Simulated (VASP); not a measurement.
Here is a VASP 6.6.1 calculation.

INCAR

```
SYSTEM = SnO2
ALGO = Normal ; EDIFF = 1E-7
ENCUT = 520 ; GGA = PE
ISIF = 2 ; ISMEAR = 0
IVDW = 12 ; LASPH = .TRUE.
LCHARG = .FALSE. ; LREAL = .FALSE.
LWAVE = .FALSE. ; NBANDS = 35
NELM = 60 ; PREC = Accurate
SIGMA = 0.05
```

The input KPOINTS:

```
k-points
0
G
  12 12 4
  0 0 0
```

File POSCAR:

```
SnO2
1.0
    3.2915730852      0.0000000000      0.0000000000
   -1.6457865426      2.8505859103      0.0000000000
    0.0000000000      0.0000000000     10.5950939857
Sn O
2 4
Direct
   -0.1949774738      0.0000000000      0.5000000000
    0.1949774738      0.0000000000      0.0000000000
    0.4692382690      0.3333333333      0.4018520904
    0.8640950643      0.3333333333      0.0981479096
    0.1359049357      0.6666666667      0.5981479096
    0.5307617310      0.6666666667      0.9018520904
```

Potentials or basis: VASP PAW PBE potentials, release 64 (Sn_d, O).

Run with:

```console
$ cat potpaw_PBE.64/Sn_d/POTCAR potpaw_PBE.64/O/POTCAR > POTCAR
$ mpirun -np 1 vasp_std > vasp.out
```

Problem. Estimate the dispersion energy per atom.

Solution. -0.152 eV.

Problem. What does it give for the band gap on the k mesh?

Solution. 1.75 eV, indirect (least direct gap 1.98 eV).

Problem. What does it give for the pressure?

Solution. -8.2 GPa.

Stress tensor (GPa, compression positive):
```
-9.24  0.00  0.00
 0.00 -9.50  0.00
 0.00  0.00 -5.80
```

Caveat: spin-orbit coupling is left out, which moves the levels of the heavy elements. As with any semilocal functional, this PBE gap is likely too small.
